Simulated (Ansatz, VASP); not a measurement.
**Ga2Mo in VASP and in Ansatz**

The input INCAR:

```
SYSTEM = Ga2Mo
PREC = Accurate
ENCUT = 520
EDIFF = 1E-7
ISMEAR = -1
SIGMA = 0.0668
LREAL = .False.
LASPH = .True.
NELM = 100
ALGO = Normal
ISIF = 2
LWAVE = .False.
LCHARG = .False.
GGA = PE
NBANDS = 27
```

KPOINTS

```
regular mesh
0
Gamma
  9 9 10
  0 0 0
```

Contents of POSCAR:

```
Ga2Mo
1.0
    2.1335050000      3.6953350000      0.0000000000
   -2.1335050000      3.6953350000      0.0000000000
    0.0000000000      0.0000000000      3.5223140000
Mo Ga
1 2
Direct
    0.0000000000      0.0000000000      0.0000000000
    0.3333000000      0.3334000000      0.5000000000
    0.6666000000      0.6667000000      0.5000000000
```

Input for Ansatz:

```yaml
crystal:
  lattice:
    - [2.133505, 3.695335, 0.0]
    - [-2.133505, 3.695335, 0.0]
    - [0.0, 0.0, 3.522314]
  atoms:
    - { symbol: Mo, position: [0.0, 0.0, 0.0] }
    - { symbol: Ga, position: [0.3333, 0.3334, 0.5] }
    - { symbol: Ga, position: [0.6666, 0.6667, 0.5] }
  symmetry: { tolerance: 0.0003 }
kpoints:
  mp_grid: { grid: [9, 9, 10], shift: [0, 0, 0] }
  band_path:
    path:
      - [0.0, 0.0, 0.0]
      - [0.49999993, -2.7e-07, 0.0]
      - [0.66666639, 0.33333292, 0.0]
      - [0.0, 0.0, 0.0]
      - [0.0, 0.0, 0.5]
      - [0.49999993, -2.7e-07, 0.5]
      - [0.66666639, 0.33333292, 0.5]
      - [0.0, 0.0, 0.5]
      - [0.49999993, -2.7e-07, 0.5]
      - [0.49999993, -2.7e-07, 0.0]
      - [0.66666639, 0.33333292, 0.5]
    npoints: 6
magnetization:
  spin_polarized: false
scf:
  occupations: { method: fermi_dirac, width: 0.0668 }
  lower_state_search: "off"
  max_iter: 200
hamiltonian:
  pseudopotentials: { kind: paw }
  xc: pbe
basis:
  ecutwfc: 420
  fft_grid_basis: typed
output:
  forces: true
  stress: true
  eigenvalues: true
  bader: true
  populations: true
  elf: true
  write_potential: true
  volumetric_format: npy
  dos:
    e_range: [-12, 8]
    de: 0.05
    projected: { site_lists: { Ga: [Ga], Mo: [Mo] } }
checkpoint:
  read: saved_state
```

Alike in both runs: task single point; functional PBE; k mesh 9 × 9 × 10; occupations fermi-dirac, width 0.0668 eV; no spin polarisation.

```csv
,VASP,Ansatz
version,VASP 6.6.1,Ansatz 0.2.0
potentials or method,"VASP PAW PBE potentials, release 64 (Mo_sv, Ga_d), cutoff 520 eV",PAW plane waves
valence electrons in the cell,40,40
```

VASP gave:

* pressure (GPa): -14.8
* traceless stress, the component that is largest in VASP (GPa): -6.73

Question: Estimate Ansatz's values.

Answer: Pressure (GPa): -15.0; traceless stress, the component that is largest in VASP (GPa): -6.65.

With one functional, cell and mesh, what is left measures potentials, basis and numerics. Ansatz's warnings: structure snapped to symmetry.
